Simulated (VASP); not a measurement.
MgB2: single point with PBE

Crystal: MgB2.

```xyz
3
Lattice="3.0512 0.0000 0.0000 -1.5256 2.6424 0.0000 0.0000 0.0000 3.4724" Properties=species:S:1:pos:R:3 pbc="T T T"
Mg    0.0000    0.0000    0.0000
B     0.0000    1.7616    1.7362
B     1.5256    0.8808    1.7362
```

| Item | Value |
| --- | --- |
| Program | VASP 6.6.1 |
| Task | single point |
| Functional | PBE |
| Potentials or basis | VASP PAW PBE potentials, release 64 (Mg, B) |
| Cutoff | 520 eV |
| k mesh | 18 × 18 × 12 |
| Occupations | gaussian, width 0.1 eV |
| Spin | no spin polarisation |
| Dipole correction | no |
| Further INCAR settings | ALGO = Normal; EDIFF = 1e-06; NBANDS = 11 |

| Item | Value |
| --- | --- |
| Pressure | 4.4 GPa |
| Band gap on the k mesh | zero (band 4 reaches 7.36 eV, above the bottom of band 5 at 3.45 eV) |

Stress tensor (GPa, compression positive):
```
4.44 0.00 0.00
0.00 4.44 0.00
0.00 0.00 4.22
```

Levels at points of the mesh, in eV from the Fermi level:
| k point | band 1 | band 2 | band 3 | band 4 | band 5 | band 6 | band 7 | band 8 |
| --- | --- | --- | --- | --- | --- | --- | --- | --- |
| (0.00, 0.00, 0.00) | -12.60 | -2.94 | 0.39 | 0.39 | 1.84 | 6.45 | 6.45 | 8.45 |
| (0.50, 0.00, 0.00) | -8.63 | -7.95 | -2.20 | 0.25 | 3.21 | 3.97 | 5.58 | 7.50 |
| (0.00, 0.00, 0.50) | -11.27 | -7.55 | 0.79 | 0.79 | 6.77 | 6.77 | 8.16 | 10.37 |
| (0.50, 0.00, 0.50) | -7.61 | -7.01 | -3.63 | -1.91 | -1.29 | 5.94 | 9.11 | 9.15 |

It took 19 s on 1 thread of Intel(R) Xeon(R) 6975P-C (Granite Rapids), with other jobs on the host, peak memory 0.21 GiB.
